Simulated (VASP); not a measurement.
# As (R-3m) in VASP: further runs

Runs on As. Level: PBE+D3(BJ). Tasks: single point.

Everything below comes from runs of VASP 6.6.1. Logs are shortened: lines on timing, memory, paths and dates and some standing lists are left out, and cuts for length are marked.

## (1) The cell of the first run

The structure is trigonal, space group R-3m (No. 166). The conventional cell has a = 3.718 Å, b = 3.718 Å, c = 9.528 Å, α = 90.00°, β = 90.00°, γ = 120.00°. As (site symmetry 3m) has 6 As at 2.51 to 2.85 Å within 3.3 Å.

## (2) Single point, PBE+D3(BJ) (volume scaled by 0.91, then relaxed in part)

Contents of INCAR:

```
PREC = Accurate
ENCUT = 520
EDIFF = 1E-7
ISMEAR = 0
SIGMA = 0.1
LREAL = F
LASPH = T
NELM = 60
ALGO = Normal
ISIF = 2
LWAVE = F
LCHARG = F
GGA = PE
IVDW = 12
NBANDS = 12
```

Contents of KPOINTS:

```
Automatic mesh
0
Gamma
  15 15 15
```

Contents of POSCAR:

```
As
1.0
    1.8589529886      1.0732670084      3.1761279417
   -1.8589529886      1.0732670084      3.1761279417
    0.0000000000     -2.1465340168      3.1761279417
As
2
Direct
    0.7653741714      0.7653741714      0.7653741714
    0.2346258286      0.2346258286      0.2346258286
```

Potentials or basis: VASP PAW PBE potentials, release 64 (As).

Started as:

```console
> cat potpaw_PBE.64/As/POTCAR > POTCAR
> mpirun -np 1 vasp_std > vasp.out
```

OUTCAR:

```text
PREC = Accurate
   ENCUT = 520
   EDIFF = 1E-7
   ISMEAR = 0
   LREAL = F
   LASPH = T
   NELM = 60
   ISIF = 2
   GGA = PE
   IVDW = 12
 IVDW          = 12

 ion  position               nearest neighbor table
   1  0.765  0.765  0.765-   2 2.51   2 2.51   2 2.51   2 2.85   2 2.85   2 2.85
   2  0.235  0.235  0.235-   1 2.51   1 2.51   1 2.51   1 2.85   1 2.85   1 2.85

  LATTYP: Found a trigonal (rhomboedric) cell.
 ALAT       =     3.8334575760
 COS(alpha) =     0.5296886206

  Lattice vectors:

 A1 = (   1.8589529886,   1.0732670084,   3.1761279417)
 A2 = (  -1.8589529886,   1.0732670084,   3.1761279417)
 A3 = (   0.0000000000,  -2.1465340168,   3.1761279417)

Analysis of symmetry for initial positions (statically):
=====================================================================
 Subroutine PRICEL returns:
 Original cell was already a primitive cell.

 Routine SETGRP: Setting up the symmetry group for a
 trigonal (rhombohedral) supercell.

 Subroutine GETGRP returns: Found 12 space group operations
 (whereof 12 operations were pure point group operations)
 out of a pool of 12 trial point group operations.

The static configuration has the point symmetry D_3d.

Analysis of symmetry for dynamics (positions and initial velocities):
=====================================================================
 Subroutine PRICEL returns:
 Original cell was already a primitive cell.

 Routine SETGRP: Setting up the symmetry group for a
 trigonal (rhombohedral) supercell.

 Subroutine GETGRP returns: Found 12 space group operations
 (whereof 12 operations were pure point group operations)
 out of a pool of 12 trial point group operations.

The dynamic configuration has the point symmetry D_3d.

 Subroutine INISYM returns: Found 12 space group operations
 (whereof 12 operations are pure point group operations),
 and found     1 'primitive' translations

----------------------------------------------------------------------------------------

                                     Primitive cell

  volume of cell :      38.0212

  direct lattice vectors                    reciprocal lattice vectors
     1.858952989  1.073267008  3.176127942     0.268968609  0.155289099  0.104949593
    -1.858952989  1.073267008  3.176127942    -0.268968609  0.155289099  0.104949593
     0.000000000 -2.146534017  3.176127942     0.000000000 -0.310578198  0.104949593

  length of vectors
     3.833457576  3.833457576  3.833457576     0.327831106  0.327831106  0.327831106

  position of ions in fractional coordinates (direct lattice)
     0.765374171  0.765374171  0.765374171
     0.234625829  0.234625829  0.234625829

  ion indices of the primitive-cell ions
   primitive index   ion index
                 1           1
                 2           2

----------------------------------------------------------------------------------------

 KPOINTS: Automatic mesh

Automatic generation of k-mesh.
 Grid dimensions read from file:
 generate k-points for:   15   15   15

 Generating k-lattice:

  Cartesian coordinates                     Fractional coordinates (reciprocal lattice)
     0.017931241  0.010352607  0.006996640     0.066666667 -0.000000000  0.000000000
    -0.017931241  0.010352607  0.006996640    -0.000000000  0.066666667  0.000000000
     0.000000000 -0.020705213  0.006996640     0.000000000  0.000000000  0.066666667

  Length of vectors
     0.021855407  0.021855407  0.021855407

  Shift w.r.t. Gamma in fractional coordinates (k-lattice)
     0.000000000  0.000000000  0.000000000

 Subroutine IBZKPT returns following result:
 ===========================================

 Found    344 irreducible k-points:

 Following reciprocal coordinates:
            Coordinates               Weight
  0.000000  0.000000  0.000000      1.000000
  0.066667  0.000000  0.000000      6.000000
  0.133333  0.000000  0.000000      6.000000
  0.200000  0.000000  0.000000      6.000000
  0.266667  0.000000  0.000000      6.000000
  0.333333  0.000000 -0.000000      6.000000
[... 16 lines left out ...]
  0.133333  0.133333  0.000000      6.000000
  0.200000  0.133333  0.000000     12.000000
 [... further k-points ...]
   k-points           NKPTS =    344   k-points in BZ     NKDIM =    344   number of bands    NBANDS=     12
   number of dos      NEDOS =    301   number of ions     NIONS =      2
   total plane-waves  NPLWV =  27000
   dimension x,y,z NGX =    30 NGY =   30 NGZ =   30
   dimension x,y,z NGXF=    60 NGYF=   60 NGZF=   60
   ions per type =               2
   NGX,Y,Z   is equivalent  to a cutoff of  13.01, 13.01, 13.01 a.u.
   NGXF,Y,Z  is equivalent  to a cutoff of  26.02, 26.02, 26.02 a.u.
 SYSTEM =  unknown system
   PREC   = accura    normal or accurate (medium, high low for compatibility)
   ISTART =      0    job   : 0-new  1-cont  2-samecut
   ICHARG =      2    charge: 1-file 2-atom 10-const
   ISPIN  =      1    spin polarized calculation?
[... 71 lines left out ...]
      9      12.8879      0.00000
     10      12.8879      0.00000
     11      13.3292      0.00000
     12      15.2067      0.00000

 k-point     2 :       0.0667    0.0000    0.0000
  band No.  band energies     occupation
      1      -9.0008      2.00000
      2       1.4728      2.00000
      3       4.3864      2.00000
      4       4.5034      2.00000
      5       4.7322      2.00000
      6       9.5009      0.00000
      7      10.1654      0.00000
      8      10.1864      0.00000
      9      12.6368      0.00000
     10      12.8494      0.00000
     11      13.0912      0.00000
     12      15.6962      0.00000

 k-point     3 :       0.1333    0.0000    0.0000
  band No.  band energies     occupation
      1      -8.8064      2.00000
      2       0.5586      2.00000
      3       4.3719      2.00000
      4       4.4568      2.00000
      5       5.1476      2.00000
      6       9.3128      0.00000
      7       9.6716      0.00000
      8       9.7733      0.00000
      9      12.3315      0.00000
     10      13.0011      0.00000
     11      13.0307      0.00000
     12      16.8283      0.00000

 k-point     4 :       0.2000    0.0000    0.0000
  band No.  band energies     occupation
      1      -8.4839      2.00000
      2      -0.5464      2.00000
      3       4.3649      2.00000
      4       4.4020      2.00000
      5       5.5023      2.00000
      6       8.8387      0.00000
      7       9.0157      0.00000
      8       9.1805      0.00000
      9      12.5551      0.00000
     10      13.2830      0.00000
     11      13.5838      0.00000
     12      18.2701      0.00000

 k-point     5 :       0.2667    0.0000    0.0000
  band No.  band energies     occupation
      1      -8.0357      2.00000
      2      -1.7040      2.00000
      3       4.3596      2.00000
      4       4.3913      2.00000
      5       5.7587      2.00000
      6       8.2030      0.00000
      7       8.3614      0.00000
      8       8.5465      0.00000
      9      13.2190      0.00000
     10      13.9697      0.00000
     11      14.4381      0.00000
     12      19.9077      0.00000
[... 228 lines left out ...]
      1      -8.6507      2.00000
      2       0.0694      2.00000
      3       3.8426      2.00000
      4       4.7557      2.00000
      5       5.4424      2.00000
      6       8.8023      0.00000
      7       8.9713      0.00000
      8      10.2467      0.00000
      9      12.0832      0.00000
     10      13.1484      0.00000
     11      13.7556      0.00000
     12      16.4284      0.00000

 k-point    22 :      -0.0667    0.0667    0.0000
  band No.  band energies     occupation
      1      -8.8902      2.00000
      2       0.9632      2.00000
      3       4.1235      2.00000
      4       4.6015      2.00000
      5       5.0714      2.00000
      6       9.3213      0.00000
      7       9.6367      0.00000
      8      10.3013      0.00000
      9      12.2444      0.00000
     10      12.9559      0.00000
     11      13.2600      0.00000
     12      15.7104      0.00000

 k-point    23 :       0.1333    0.1333    0.0000
  band No.  band energies     occupation
      1      -8.7321      2.00000
      2       0.5048      2.00000
      3       3.7184      2.00000
      4       3.9271      2.00000
      5       6.2485      2.00000
      6       7.9579      0.00000
      7       9.7890      0.00000
      8      10.8208      0.00000
      9      12.1987      0.00000
     10      13.6035      0.00000
     11      13.8769      0.00000
     12      15.6324      0.00000

 k-point    24 :       0.2000    0.1333    0.0000
  band No.  band energies     occupation
      1      -8.5028      2.00000
      2      -0.1244      2.00000
      3       3.4511      2.00000
      4       3.7564      2.00000
      5       6.2341      2.00000
      6       7.7787      0.00000
      7       9.7813      0.00000
      8      10.8101      0.00000
      9      11.8946      0.00000
     10      14.0631      0.00000
     11      14.4681      0.00000
     12      16.2399      0.00000

 [... further k-points ...]

------------------------ aborting loop because EDIFF is reached ----------------------------------------

 Edisp (eV)   -0.95311

 E8    (eV) :    -0.4032

  FORCE on cell =-STRESS in cart. coord.  units (eV):
  Direction    XX          YY          ZZ          XY          YZ          ZX
  --------------------------------------------------------------------------------------
  -------------------------------------------------------------------------------------
  Total       1.59213     1.59213     1.58793    -0.00000     0.00000    -0.00000
  in kB      67.09071    67.09071    66.91372    -0.00000     0.00000    -0.00000
  external pressure =       67.03 kB  Pullay stress =        0.00 kB

 VOLUME and BASIS-vectors are now :
 -----------------------------------------------------------------------------
  energy-cutoff  :      520.00
  volume of cell :       38.02
      direct lattice vectors                 reciprocal lattice vectors
     1.858952989  1.073267008  3.176127942     0.268968609  0.155289099  0.104949593
    -1.858952989  1.073267008  3.176127942    -0.268968609  0.155289099  0.104949593
     0.000000000 -2.146534017  3.176127942     0.000000000 -0.310578198  0.104949593

 POSITION                                       TOTAL-FORCE (eV/Angst)
 -----------------------------------------------------------------------------------
      0.00000      0.00000      7.29278         0.000000     -0.000000     -0.058619
      0.00000      0.00000      2.23560         0.000000      0.000000      0.058619
 -----------------------------------------------------------------------------------
    total drift:                               -0.000000     -0.000000     -0.000000

  FREE ENERGIE OF THE ION-ELECTRON SYSTEM (eV)
  ---------------------------------------------------
  free  energy   TOTEN  =       -10.1058445550 eV

  energy  without entropy=      -10.1050058671  energy(sigma->0) =      -10.10542521
```

Wall time 87 s (1 thread of Intel Xeon 6975P-C (Granite Rapids), shared host); peak memory 0.27 GiB.

What came out:

```yaml
Free_energy: -10.1058 eV
Pressure: 6.7 GPa
Largest_force: 0.059 eV/Å
Band_gap_on_the_k_mesh: zero (band 5 reaches 7.03 eV, above the bottom of band 6 at 6.71 eV)
Dispersion_energy_per_atom: -0.477 eV
```

Forces in eV/Å, atoms in the order of the input:
```
As   0.000  0.000 -0.059
As   0.000  0.000  0.059
```

Levels at points of the mesh, in eV from the Fermi level:
```tsv
k point	band 2	band 3	band 4	band 5	band 6	band 7	band 8	band 9
(0.00, 0.00, 0.00)	-4.91	-2.41	-2.27	-2.27	2.73	3.55	3.55	6.10
```

Caveat: the cell differs from its parent crystal (volume scaled by 0.91, then relaxed in part); pairwise dispersion overbinds metals, which lowers pressure and volume.

## (3) Single point, PBE+D3(BJ) (volume scaled by 0.94, then relaxed in part)

Contents of INCAR:

```
  PREC = Accurate
  ENCUT = 520
  EDIFF = 1E-6
  ISMEAR = 0
  SIGMA = 0.1
  LREAL = False
  LASPH = True
  NELM = 80
  ALGO = Normal
  ISIF = 2
  LWAVE = False
  LCHARG = False
  GGA = PE
  IVDW = 12
  NBANDS = 12
```

KPOINTS is that of step 2.

Contents of POSCAR:

```
As
1.0
    1.8715198371      1.0805224817      3.2369231911
   -1.8715198371      1.0805224817      3.2369231911
    0.0000000000     -2.1610449635      3.2369231911
As
2
Direct
    0.7668407953      0.7668407953      0.7668407953
    0.2331592047      0.2331592047      0.2331592047
```

Potentials or basis: VASP PAW PBE potentials, release 64 (As).

Started as:

```console
> cat potpaw_PBE.64/As/POTCAR > POTCAR
> mpirun -np 1 vasp_std > vasp.out
```

It took 75 s on 1 thread of Intel Xeon 6975P-C (Granite Rapids), shared host; peak memory 0.27 GiB.

The run converged. Its results:

* Free energy: -10.1461 eV
* Pressure: 4.1 GPa
* Largest force: 0.056 eV/Å
* Band gap on the k mesh: zero (band 5 reaches 6.57 eV, above the bottom of band 6 at 6.33 eV)
* Dispersion energy per atom: -0.461 eV

Forces in eV/Å, atoms in the order of the input:
```
As   0.000  0.000 -0.056
As   0.000  0.000  0.056
```

Levels at points of the mesh, in eV from the Fermi level:
```tsv
k point	band 1	band 2	band 3	band 4	band 5	band 6	band 7	band 8	band 9	band 10
(0.00, 0.00, 0.00)	-15.62	-5.18	-2.43	-2.23	-2.23	2.48	3.37	3.37	6.20	6.20
```

Caveat: the cell differs from its parent crystal (volume scaled by 0.94, then relaxed in part); pairwise dispersion overbinds metals, which lowers pressure and volume.

## (4) Single point, PBE+D3(BJ) (volume scaled by 0.97, then relaxed in part)

Contents of INCAR:

```
SYSTEM = As
ALGO     = Normal         ! electronic algorithm
EDIFF    = 1E-7           ! SCF threshold, eV
ENCUT    = 520            ! plane-wave cutoff, eV
GGA      = PE             ! functional
ISIF     = 2              ! what is computed and relaxed
ISMEAR   = 0              ! smearing method
IVDW     = 12             ! dispersion correction
LASPH    = .True.         ! aspherical terms in the spheres
LCHARG   = .True.         ! write CHGCAR
LELF     = .True.         ! ELF
LREAL    = .False.        ! projectors in reciprocal space
LVHAR    = .True.       
LWAVE    = .False.        ! write WAVECAR
NBANDS   = 12             ! bands
NELM     = 80             ! most SCF steps
PREC     = Accurate       ! precision mode
SIGMA    = 0.1            ! smearing width, eV
```

Contents of KPOINTS:

```
k-points
0
Gamma
  15 15 15
  0 0 0
```

Contents of POSCAR:

```
As
1.0
    1.8830331470      1.0871696943      3.2995082183
   -1.8830331470      1.0871696943      3.2995082183
    0.0000000000     -2.1743393886      3.2995082183
As
2
Direct
    0.7682868521      0.7682868521      0.7682868521
    0.2317131479      0.2317131479      0.2317131479
```

Started as:

```console
> cat potpaw_PBE.64/As/POTCAR > POTCAR
> mpirun -np 1 vasp_std > vasp.out
```

Run time: 81 s. Hardware: 1 thread of Intel Xeon 6975P-C (Granite Rapids), shared host; peak memory 0.28 GiB.

The run converged. Its results:

```
Free energy                : -10.1680 eV
Pressure                   : 2.0 GPa
Largest force              : 0.058 eV/Å
Band gap on the k mesh     : zero (band 5 reaches 6.16 eV, above the bottom of band 6 at 5.98 eV)
Dispersion energy per atom : -0.447 eV
```

Forces in eV/Å, atoms in the order of the input:
```
As   0.000  0.000 -0.058
As   0.000  0.000  0.058
```

Levels at points of the mesh, in eV from the Fermi level:
| k point | band 2 | band 3 | band 4 | band 5 | band 6 | band 7 | band 8 | band 9 |
| --- | --- | --- | --- | --- | --- | --- | --- | --- |
| (0.00, 0.00, 0.00) | -5.40 | -2.42 | -2.18 | -2.18 | 2.27 | 3.23 | 3.23 | 6.32 |

Caveat: the cell differs from its parent crystal (volume scaled by 0.97, then relaxed in part); pairwise dispersion overbinds metals, which lowers pressure and volume.

## (5) Single point, PBE+D3(BJ)

This run uses another cell than the first one, of 20.89 Å³/atom, 1.099 times its volume.

Contents of INCAR:

```
SYSTEM = As
  PREC = Accurate
  ENCUT = 520
  EDIFF = 1E-6
  ISMEAR = 0
  SIGMA = 0.1
  LREAL = .FALSE.
  LASPH = .TRUE.
  NELM = 80
  ALGO = Normal
  ISIF = 2
  LWAVE = .FALSE.
  LCHARG = .FALSE.
  GGA = PE
  IVDW = 12
  NBANDS = 12
```

Contents of KPOINTS:

```
regular mesh
0
G
  15 15 15
  0 0 0
```

Contents of POSCAR:

```
As
1.0
    1.8914380032      1.0920222403      3.3713915085
   -1.8914380032      1.0920222403      3.3713915085
    0.0000000000     -2.1840444806      3.3713915084
As
2
Direct
    0.7697136435      0.7697136435      0.7697136435
    0.2302863565      0.2302863565      0.2302863565
```

Started as:

```console
> cat potpaw_PBE.64/As/POTCAR > POTCAR
> mpirun -np 1 vasp_std > vasp.out
```

Wall time 76 s (1 thread of Intel Xeon 6975P-C (Granite Rapids), shared host); peak memory 0.28 GiB.

Results (log left out):

| Item | Value |
| --- | --- |
| Free energy | -10.1748 eV |
| Pressure | 0.3 GPa |
| Largest force | 0.052 eV/Å |
| Band gap on the k mesh | zero (band 5 reaches 5.78 eV, above the bottom of band 6 at 5.64 eV) |
| Dispersion energy per atom | -0.433 eV |

Forces in eV/Å, atoms in the order of the input:
```
As   0.000  0.000 -0.052
As   0.000  0.000  0.052
```

Stress tensor (GPa, compression positive):
```
0.34 0.00 0.00
0.00 0.34 0.00
0.00 0.00 0.22
```

Levels at points of the mesh, in eV from the Fermi level:
```tsv
k point	band 2	band 3	band 4	band 5	band 6	band 7	band 8	band 9
(0.00, 0.00, 0.00)	-5.60	-2.42	-2.10	-2.10	2.08	3.10	3.10	6.48
```

Caveat: pairwise dispersion overbinds metals, which lowers pressure and volume.

## (6) Single point, PBE+D3(BJ) (volume scaled by 1.03, then relaxed in part)

Contents of INCAR:

```
ALGO     = Normal         # electronic algorithm
EDIFF    = 1E-6           # SCF threshold, eV
ENCUT    = 520            # plane-wave cutoff, eV
GGA      = PE             # functional
ISIF     = 2              # what is computed and relaxed
ISMEAR   = 0              # smearing method
IVDW     = 12             # dispersion correction
LASPH    = T              # aspherical terms in the spheres
LCHARG   = F              # write CHGCAR
LREAL    = F              # projectors in reciprocal space
LWAVE    = F              # write WAVECAR
NBANDS   = 12             # bands
NELM     = 100            # most SCF steps
PREC     = Accurate       # precision mode
SIGMA    = 0.1            # smearing width, eV
```

Contents of KPOINTS:

```
k-points
0
Gamma
  15 15 15
```

Contents of POSCAR:

```
As
1.0
    1.8993472379      1.0965886391      3.4436729220
   -1.8993472379      1.0965886391      3.4436729220
    0.0000000000     -2.1931772781      3.4436729220
As
2
Direct
    0.7710925651      0.7710925651      0.7710925651
    0.2289074349      0.2289074349      0.2289074349
```

Potentials or basis: VASP PAW PBE potentials, release 64 (As).

Started as:

```console
> cat potpaw_PBE.64/As/POTCAR > POTCAR
> mpirun -np 1 vasp_std > vasp.out
```

Run time: 73 s. Hardware: 1 thread of Intel Xeon 6975P-C (Granite Rapids), shared host; peak memory 0.29 GiB.

It converged, with:

```yaml
Free_energy: -10.1698 eV
Pressure: -1.1 GPa
Largest_force: 0.048 eV/Å
Band_gap_on_the_k_mesh: zero (band 5 reaches 5.52 eV, above the bottom of band 6 at 5.30 eV)
Dispersion_energy_per_atom: -0.420 eV
```

Forces on the atoms (eV/Å):
```
As   0.000  0.000 -0.048
As   0.000  0.000  0.048
```

Stress tensor (GPa, compression positive):
```
-1.04  0.00  0.00
 0.00 -1.04  0.00
 0.00  0.00 -1.13
```

Levels at points of the mesh, in eV from the Fermi level:
```csv
k point,band 2,band 3,band 4,band 5,band 6,band 7,band 8,band 9
"(0.00, 0.00, 0.00)",-5.78,-2.40,-2.03,-2.03,1.91,2.99,2.99,6.63
```

Caveat: the cell differs from its parent crystal (volume scaled by 1.03, then relaxed in part); pairwise dispersion overbinds metals, which lowers pressure and volume.

## (7) Summary

| cell | gap on the mesh (eV) | pressure (GPa) | largest force (eV/Å) |
| --- | --- | --- | --- |
| a = 3.833 Å, angles 58.0°, 2 atoms | none | 6.7 | 0.06 |
| a = 3.892 Å, angles 57.5°, 2 atoms | none | 4.1 | 0.06 |
| a = 3.952 Å, angles 56.9°, 2 atoms | none | 2.0 | 0.06 |
| a = 4.017 Å, angles 56.2°, 2 atoms | none | 0.3 | 0.05 |
| a = 4.083 Å, angles 55.4°, 2 atoms | none | -1.1 | 0.05 |

Alike in all rows: task single point; level PBE+D3(BJ); potentials or basis VASP PAW PBE potentials, release 64 (As); no spin polarisation; k mesh 15 × 15 × 15; cutoff (eV) 520; smearing gaussian 0.1 eV.

Caveats: pairwise dispersion overbinds metals, which lowers pressure and volume.

Total energies depend on the potentials used, so only differences within one code and one set of settings carry meaning.
